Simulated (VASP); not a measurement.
# CuI (Marshite) (F-43m) in VASP: notebook

CuI (Marshite) is run at these levels: LDA; tasks: single point, relaxation of cell and atoms.

Everything below comes from runs of VASP 6.6.1. Logs are shortened: lines on timing, memory, paths and dates and some standing lists are left out, and cuts for length are marked.

### 1 The cell of the first run

Symmetry: F-43m, No. 216, cubic system. The conventional cell has a = 5.830 Å, b = 5.830 Å, c = 5.830 Å, α = 90.00°, β = 90.00°, γ = 90.00°. Cu (site symmetry -43m) has 4 I at 2.52 Å within 3.3 Å. Within 3.3 Å of I (site symmetry -43m) lie 4 Cu at 2.52 Å.

### 2 Single point, LDA

INCAR

```
SYSTEM = CuI
  PREC = Accurate
  ENCUT = 600
  EDIFF = 1E-6
  ISMEAR = 0
  SIGMA = 0.01
  LREAL = .FALSE.
  LASPH = .TRUE.
  NELM = 120
  ALGO = Normal
  ISIF = 2
  LWAVE = .FALSE.
  LCHARG = .FALSE.
  GGA = CA
  NBANDS = 16
  GGA_COMPAT = .FALSE.
```

KPOINTS

```
regular mesh
0
G
  6 6 6
  0 0 0
```

POSCAR

```
CuI
1.0
    0.0000000000      2.9150277272      2.9150277272
    2.9150277272      0.0000000000      2.9150277272
    2.9150277272      2.9150277272      0.0000000000
Cu I
1 1
Direct
    0.7500000000      0.7500000000      0.7500000000
    0.0000000000      0.0000000000      0.0000000000
```

Potentials or basis: VASP PAW LDA potentials, release 64 (Cu, I).

Run with:

```
> cat potpaw_LDA.64/Cu/POTCAR potpaw_LDA.64/I/POTCAR > POTCAR
> mpirun -np 1 vasp_std > vasp.out
```

OUTCAR:

```text
SYSTEM = CuI
   PREC = Accurate
   ENCUT = 600
   EDIFF = 1E-6
   ISMEAR = 0
   LREAL = .FALSE.
   LASPH = .TRUE.
   NELM = 120
   ISIF = 2
   GGA = CA

 ion  position               nearest neighbor table
   1  0.750  0.750  0.750-   2 2.52   2 2.52   2 2.52   2 2.52
   2  0.000  0.000  0.000-   1 2.52   1 2.52   1 2.52   1 2.52

  LATTYP: Found a face centered cubic cell.
 ALAT       =     5.8300554544

  Lattice vectors:

 A1 = (   0.0000000000,   2.9150277272,   2.9150277272)
 A2 = (   2.9150277272,   0.0000000000,   2.9150277272)
 A3 = (   2.9150277272,   2.9150277272,   0.0000000000)

Analysis of symmetry for initial positions (statically):
=====================================================================
 Subroutine PRICEL returns:
 Original cell was already a primitive cell.

 Routine SETGRP: Setting up the symmetry group for a
 face centered cubic supercell.

 Subroutine GETGRP returns: Found 24 space group operations
 (whereof 24 operations were pure point group operations)
 out of a pool of 48 trial point group operations.

The static configuration has the point symmetry T_d .

Analysis of symmetry for dynamics (positions and initial velocities):
=====================================================================
 Subroutine PRICEL returns:
 Original cell was already a primitive cell.

 Routine SETGRP: Setting up the symmetry group for a
 face centered cubic supercell.

 Subroutine GETGRP returns: Found 24 space group operations
 (whereof 24 operations were pure point group operations)
 out of a pool of 48 trial point group operations.

The dynamic configuration has the point symmetry T_d .

 Subroutine INISYM returns: Found 24 space group operations
 (whereof 24 operations are pure point group operations),
 and found     1 'primitive' translations

----------------------------------------------------------------------------------------

                                     Primitive cell

  volume of cell :      49.5402

  direct lattice vectors                    reciprocal lattice vectors
     0.000000000  2.915027727  2.915027727    -0.171524955  0.171524955  0.171524955
     2.915027727  0.000000000  2.915027727     0.171524955 -0.171524955  0.171524955
     2.915027727  2.915027727  0.000000000     0.171524955  0.171524955 -0.171524955

  length of vectors
     4.122471746  4.122471746  4.122471746     0.297089937  0.297089937  0.297089937

  position of ions in fractional coordinates (direct lattice)
     0.750000000  0.750000000  0.750000000
     0.000000000  0.000000000  0.000000000

  ion indices of the primitive-cell ions
   primitive index   ion index
                 1           1
                 2           2

----------------------------------------------------------------------------------------

 KPOINTS: regular mesh

Automatic generation of k-mesh.
 Grid dimensions read from file:
 generate k-points for:    6    6    6

 Generating k-lattice:

  Cartesian coordinates                     Fractional coordinates (reciprocal lattice)
    -0.028587493  0.028587493  0.028587493     0.166666667  0.000000000  0.000000000
     0.028587493 -0.028587493  0.028587493     0.000000000  0.166666667  0.000000000
     0.028587493  0.028587493 -0.028587493     0.000000000  0.000000000  0.166666667

  Length of vectors
     0.049514989  0.049514989  0.049514989

  Shift w.r.t. Gamma in fractional coordinates (k-lattice)
     0.000000000  0.000000000  0.000000000

 Subroutine IBZKPT returns following result:
 ===========================================

 Found     16 irreducible k-points:

 Following reciprocal coordinates:
            Coordinates               Weight
  0.000000  0.000000  0.000000      1.000000
  0.166667  0.000000  0.000000      8.000000
  0.333333  0.000000  0.000000      8.000000
  0.500000  0.000000  0.000000      4.000000
  0.166667  0.166667  0.000000      6.000000
  0.333333  0.166667  0.000000     24.000000
[... 8 lines left out ...]
 -0.333333  0.333333  0.166667     24.000000
 -0.333333  0.500000  0.166667     12.000000
   k-points           NKPTS =     16   k-points in BZ     NKDIM =     16   number of bands    NBANDS=     16
   number of dos      NEDOS =    301   number of ions     NIONS =      2
   total plane-waves  NPLWV =  46656
   dimension x,y,z NGX =    36 NGY =   36 NGZ =   36
   dimension x,y,z NGXF=    72 NGYF=   72 NGZF=   72
   ions per type =               1   1
   NGX,Y,Z   is equivalent  to a cutoff of  14.52, 14.52, 14.52 a.u.
   NGXF,Y,Z  is equivalent  to a cutoff of  29.04, 29.04, 29.04 a.u.
 SYSTEM =  CuI
   PREC   = accura    normal or accurate (medium, high low for compatibility)
   ISTART =      0    job   : 0-new  1-cont  2-samecut
   ICHARG =      2    charge: 1-file 2-atom 10-const
   ISPIN  =      1    spin polarized calculation?
   LNONCOLLINEAR =      F non collinear calculations
   LSORBIT =      F    spin-orbit coupling
   LASPH  =      T    aspherical Exc in radial PAW
   ENCUT  =  600.0 eV  44.10 Ry    6.64 a.u.   8.23  8.23  8.23*2*pi/ulx,y,z
   NELM   =    120;   NELMIN=  2; NELMDL= -5     # of ELM steps
   EDIFF  = 0.1E-05   stopping-criterion for ELM
   LREAL  =      F    real-space projection
   EDIFFG = 0.1E-04   stopping-criterion for IOM
   NSW    =      0    number of steps for IOM
   IBRION =     -1    ionic relax: 0-MD 1-quasi-New 2-CG
   NFREE  =      0    steps in history (QN), initial steepest desc. (CG)
   ISIF   =      2    stress and relaxation
   ISYM   =      2    0-nonsym 1-usesym 2-fastsym
   POTIM  = 0.5000    time-step for ionic-motion
   TEBEG  =    0.0;   TEEND  =   0.0 temperature during run
   PSTRESS=    0.0 pullay stress
   NELECT =      18.0000    total number of electrons
   NUPDOWN=      -1.0000    fix difference up-down
   EMIN   =  10.00;   EMAX   =-10.00  energy-range for DOS
   EFERMI =   0.00;   METHOD = LEGACY
   ISMEAR =     0;   SIGMA  =   0.01  broadening in eV -4-tet -1-fermi 0-gaus
   EFERMI_NEDOS =   21; number of points for ismear=-14 and -15
   IALGO  =     38    algorithm
   IMIX   =      4    mixing-type and parameters
     AMIX     =   0.40;   BMIX     =  1.00
     AMIX_MAG =   1.60;   BMIX_MAG =  1.00
  volume/ion in A,a.u.               =      24.77       167.16
  Fermi-wavevector in a.u.,A,eV,Ry     =   1.168189  2.207556 18.567390  1.364665
  Thomas-Fermi vector in A             =   2.304679
   LORBIT       =      0    0 simple, 1 ext, 2 COOP (PROOUT), +10 PAW based schemes
   GGA     = CA    functional components
   LHFCALC =     F    Hartree Fock is set to
   AEXX    =    0.0000 exact exchange contribution
   IVDW    =     0    specifies the selected vdW correction
   LEPSILON=     F    determine dielectric tensor
   LRPA    =     F    only Hartree local field effects (RPA)
 non-spin polarized calculation
 Gauss-broadening in eV      SIGMA  =   0.01
  energy-cutoff  :      600.00
  volume of cell :       49.54
 maximum number of plane-waves:      1676
 NGX is ok and might be reduce to    36
   NGX = 17   NGY = 17   NGZ = 17

 number of electron      18.0000007 magnetization

 Free energy of the ion-electron system (eV)
  ---------------------------------------------------
  ext. energy  EPLUGINS =         0.00000000
  ---------------------------------------------------
  free energy    TOTEN  =        -6.98960814 eV

  energy without entropy =       -6.98960814  energy(sigma->0) =       -6.98960814

 E-fermi :   5.5941     XC(G=0):  -9.8397

 val. band max:        5.5474498093   @ k =   0.0000   0.0000   0.0000
 cond. band min:       6.8834085321   @ k =   0.0000   0.0000   0.0000
 fundamental gap:      1.3359587227
 Fermi energy:         5.5941021937

 k-point     1 :       0.0000    0.0000    0.0000
  band No.  band energies     occupation
      1      -9.1179      2.00000
      2       1.3244      2.00000
      3       1.3244      2.00000
      4       1.3244      2.00000
      5       3.0830      2.00000
      6       3.0830      2.00000
[... 8 lines left out ...]
     15      15.4362      0.00000
     16      15.4362      0.00000

 k-point     2 :       0.1667    0.0000    0.0000
  band No.  band energies     occupation
      1      -8.9535      2.00000
      2       0.8201      2.00000
      3       1.3451      2.00000
      4       1.3451      2.00000
      5       3.0709      2.00000
      6       3.0709      2.00000
[... 8 lines left out ...]
     15      14.3812      0.00000
     16      14.6255      0.00000

 k-point     3 :       0.3333    0.0000    0.0000
  band No.  band energies     occupation
      1      -8.5839      2.00000
      2      -0.2400      2.00000
      3       1.3770      2.00000
      4       1.3770      2.00000
      5       3.0826      2.00000
      6       3.0826      2.00000
[... 8 lines left out ...]
     15      14.9460      0.00000
     16      14.9460      0.00000

 k-point     4 :       0.5000    0.0000    0.0000
  band No.  band energies     occupation
      1      -8.3721      2.00000
      2      -0.7847      2.00000
      3       1.3871      2.00000
      4       1.3871      2.00000
      5       3.1144      2.00000
      6       3.1144      2.00000
[... 8 lines left out ...]
     15      16.7966      0.00000
     16      16.7966      0.00000
[... 172 lines left out ...]
 k-point    14 :       0.5000    0.3333    0.1667
  band No.  band energies     occupation
      1      -8.3252      2.00000
      2      -0.2448      2.00000
      3       0.8550      2.00000
      4       1.3476      2.00000
      5       3.0039      2.00000
      6       3.1014      2.00000
[... 8 lines left out ...]
     15      16.8609      0.00000
     16      18.2033      0.00000

 k-point    15 :      -0.3333    0.3333    0.1667
  band No.  band energies     occupation
      1      -8.1791      2.00000
      2      -0.2919      2.00000
      3       0.5069      2.00000
      4       1.3200      2.00000
      5       2.9622      2.00000
      6       3.0816      2.00000
[... 8 lines left out ...]
     15      17.0539      0.00000
     16      17.9090      0.00000

 k-point    16 :      -0.3333    0.5000    0.1667
  band No.  band energies     occupation
      1      -8.1112      2.00000
      2      -0.4087      2.00000
      3       0.6851      2.00000
      4       1.2457      2.00000
      5       3.0031      2.00000
      6       3.0309      2.00000
[... 8 lines left out ...]
     15      17.6446      0.00000
     16      18.0506      0.00000

------------------------ aborting loop because EDIFF is reached ----------------------------------------

  FORCE on cell =-STRESS in cart. coord.  units (eV):
  Direction    XX          YY          ZZ          XY          YZ          ZX
  --------------------------------------------------------------------------------------
  -------------------------------------------------------------------------------------
  Total        0.3831915      0.3831915      0.3831915     -0.0000000     -0.0000000      0.0000000
  in kB       12.3927685     12.3927685     12.3927685     -0.0000000     -0.0000000      0.0000000
  external PRESSURE =      12.3927685 kB  Pullay stress =       0.0000000 kB

 VOLUME and BASIS-vectors are now :
 -----------------------------------------------------------------------------
  energy-cutoff  :      600.00
  volume of cell :       49.54
      direct lattice vectors                 reciprocal lattice vectors
     0.000000000  2.915027727  2.915027727    -0.171524955  0.171524955  0.171524955
     2.915027727  0.000000000  2.915027727     0.171524955 -0.171524955  0.171524955
     2.915027727  2.915027727  0.000000000     0.171524955  0.171524955 -0.171524955

 POSITION                                       TOTAL-FORCE (eV/Angst)
 -----------------------------------------------------------------------------------
      4.37254      4.37254      4.37254         0.000000      0.000000      0.000000
      0.00000      0.00000      0.00000        -0.000000     -0.000000     -0.000000
 -----------------------------------------------------------------------------------
    total drift:                               -0.000000     -0.000000     -0.000000

  FREE ENERGIE OF THE ION-ELECTRON SYSTEM (eV)
  ---------------------------------------------------
  free  energy   TOTEN  =        -6.9896081445 eV

  energy  without entropy=       -6.9896081445  energy(sigma->0) =       -6.98960814
```

Run time: 11 s. Hardware: 1 thread of Intel Xeon 6975P-C (Granite Rapids), shared host; peak memory 0.17 GiB.

Results:

| Property | Result |
| --- | --- |
| Free energy | -6.9896 eV |
| Pressure | 1.2 GPa |
| Band gap on the k mesh | 1.34 eV, direct |

Levels at points of the mesh, in eV from the valence-band top:
```csv
k point,band 5,band 6,band 7,band 8,band 9,band 10,band 11,band 12,band 13,band 14
"(0.00, 0.00, 0.00)",-2.46,-2.46,0.00,0.00,0.00,1.34,4.73,4.73,4.73,8.14
"(0.50, 0.00, 0.00)",-2.43,-2.43,-2.38,-0.93,-0.93,2.17,5.31,5.31,7.37,9.53
"(0.50, 0.50, 0.00)",-2.52,-2.38,-2.36,-2.00,-2.00,2.37,2.76,9.91,10.33,10.33
```

Caveat: spin-orbit coupling is left out, which moves the levels of the heavy elements.

### 3 Single point, LDA

This run uses another cell than the first one, of 24.39 Å³/atom, 0.985 times its volume.

INCAR

```
SYSTEM = CuI
PREC     = Accurate       ! precision mode
ENCUT    = 600            ! plane-wave cutoff, eV
EDIFF    = 1E-6           ! SCF threshold, eV
ISMEAR   = 0              ! smearing method
SIGMA    = 0.01           ! smearing width, eV
LREAL    = .False.        ! projectors in reciprocal space
LASPH    = .True.         ! aspherical terms in the spheres
NELM     = 120            ! most SCF steps
ALGO     = Normal         ! electronic algorithm
ISIF     = 2              ! what is computed and relaxed
LWAVE    = .False.        ! write WAVECAR
LCHARG   = .False.        ! write CHGCAR
NBANDS   = 16             ! bands
GGA_COMPAT= .False.
```

KPOINTS

```
Automatic mesh
0
Gamma
  6 6 6
  0 0 0
```

POSCAR

```
CuI
1.0
    0.0000000000      2.9000284941      2.9000284941
    2.9000284941      0.0000000000      2.9000284941
    2.9000284941      2.9000284941      0.0000000000
Cu I
1 1
Direct
    0.7500000000      0.7500000000      0.7500000000
    0.0000000000      0.0000000000      0.0000000000
```

Potentials or basis: VASP PAW LDA potentials, release 64 (Cu, I).

Run with:

```
> cat potpaw_LDA.64/Cu/POTCAR potpaw_LDA.64/I/POTCAR > POTCAR
> mpirun -np 1 vasp_std > vasp.out
```

It took 13 s on 1 thread of Intel Xeon 6975P-C (Granite Rapids), shared host; peak memory 0.17 GiB.

The run converged. Its results:

* Free energy: -6.9818 eV
* Pressure: 2.1 GPa
* Band gap on the k mesh: 1.39 eV, direct

Levels at points of the mesh, in eV from the valence-band top:
```csv
k point,band 6,band 7,band 8,band 9,band 10,band 11,band 12,band 13
"(0.00, 0.00, 0.00)",-2.55,0.00,0.00,0.00,1.39,4.71,4.71,4.71
"(0.50, 0.00, 0.00)",-2.51,-2.46,-0.96,-0.96,2.18,5.29,5.29,7.38
"(0.50, 0.50, 0.00)",-2.45,-2.44,-2.07,-2.07,2.34,2.74,10.03,10.41
```

Caveat: spin-orbit coupling is left out, which moves the levels of the heavy elements.

### 4 Relaxation of cell and atoms, LDA, target pressure 1 GPa, at which the enthalpy is minimised

This run uses another cell than the first one, of 25.18 Å³/atom, 1.017 times its volume.

INCAR

```
PREC     = Accurate       # precision mode
ENCUT    = 600            # plane-wave cutoff, eV
EDIFF    = 1E-7           # SCF threshold, eV
ISMEAR   = 0              # smearing method
SIGMA    = 0.01           # smearing width, eV
LREAL    = F              # projectors in reciprocal space
LASPH    = T              # aspherical terms in the spheres
NELM     = 120            # most SCF steps
ALGO     = Normal         # electronic algorithm
ISIF     = 3              # what is computed and relaxed
LWAVE    = F              # write WAVECAR
LCHARG   = F              # write CHGCAR
GGA      = CA             # functional
IBRION   = 2              # ionic algorithm
NSW      = 100            # ionic steps
EDIFFG   = -0.002         # ionic threshold
PSTRESS  = 10.0         
GGA_COMPAT= F            
NELMIN   = 4
```

KPOINTS

```
Automatic mesh
0
Gamma
  6 6 6
```

POSCAR

```
CuI
1.0
    0.0000000000      2.9309836647      2.9309836647
    2.9309836647      0.0000000000      2.9309836647
    2.9309836647      2.9309836647      0.0000000000
Cu I
1 1
Direct
    0.7500000000      0.7500000000      0.7500000000
    0.0000000000      0.0000000000      0.0000000000
```

Run with:

```
> cat potpaw_LDA.64/Cu/POTCAR potpaw_LDA.64/I/POTCAR > POTCAR
> mpirun -np 1 vasp_std > vasp.out
```

Run time: 27 s. Hardware: 1 thread of Intel Xeon 6975P-C (Granite Rapids), shared host; peak memory 0.17 GiB.

It converged, with:

```yaml
Free_energy: -6.9904 eV
Relaxed_volume: 24.83 Å³/atom
Relaxed_cell: a = 4.126 Å, b = 4.126 Å, c = 4.126 Å, α = 60.00°, β = 60.00°, γ = 60.00°
Space_group_after_relaxing_to_0.05_Å: F-43m (No. 216)
Energy_change_on_relaxing_the_enthalpy_is_what_falls: +1.2 meV/atom
Ionic_steps: 4
Pressure_after_relaxing: 1.0 GPa
Band_gap_on_the_k_mesh: 1.33 eV, direct
```

The path:
| step | energy change (eV) | largest force (eV/Å) | pressure (GPa) | volume (Å³) |
| --- | --- | --- | --- | --- |
| 1 | 0.0000 | 0.0000 | 0.17 | 50.36 |
| 2 | 0.0042 | 0.0000 | 1.29 | 49.41 |
| 3 | 0.0026 | 0.0000 | 1.02 | 49.64 |
| 4 | 0.0025 | 0.0000 | 0.99 | 49.65 |

Final structure:
```cif
data_structure
_symmetry_space_group_name_H-M 'P 1'
_symmetry_Int_Tables_number 1
_cell_length_a 4.1256
_cell_length_b 4.1256
_cell_length_c 4.1256
_cell_angle_alpha 60.000
_cell_angle_beta 60.000
_cell_angle_gamma 60.000
_cell_volume 49.65
loop_
_atom_site_label
_atom_site_type_symbol
_atom_site_fract_x
_atom_site_fract_y
_atom_site_fract_z
_atom_site_occupancy
Cu1 Cu 0.75000 0.75000 0.75000 1
I1 I 0.00000 0.00000 0.00000 1
```

Levels at points of the mesh, in eV from the valence-band top:
| k point | band 7 | band 8 | band 9 | band 10 | band 11 | band 12 |
| --- | --- | --- | --- | --- | --- | --- |
| (0.00, 0.00, 0.00) | 0.00 | 0.00 | 0.00 | 1.33 | 4.73 | 4.73 |
| (0.50, 0.00, 0.00) | -2.37 | -0.92 | -0.92 | 2.16 | 5.31 | 5.31 |
| (0.50, 0.50, 0.00) | -2.35 | -1.99 | -1.99 | 2.38 | 2.76 | 9.89 |

Caveat: the cell is relaxed towards a set pressure, so the enthalpy falls and the energy may rise; spin-orbit coupling is left out, which moves the levels of the heavy elements. A hybrid or GW would open this gap; LDA tends to underestimate it.

(Continued in part 2 of 2.)
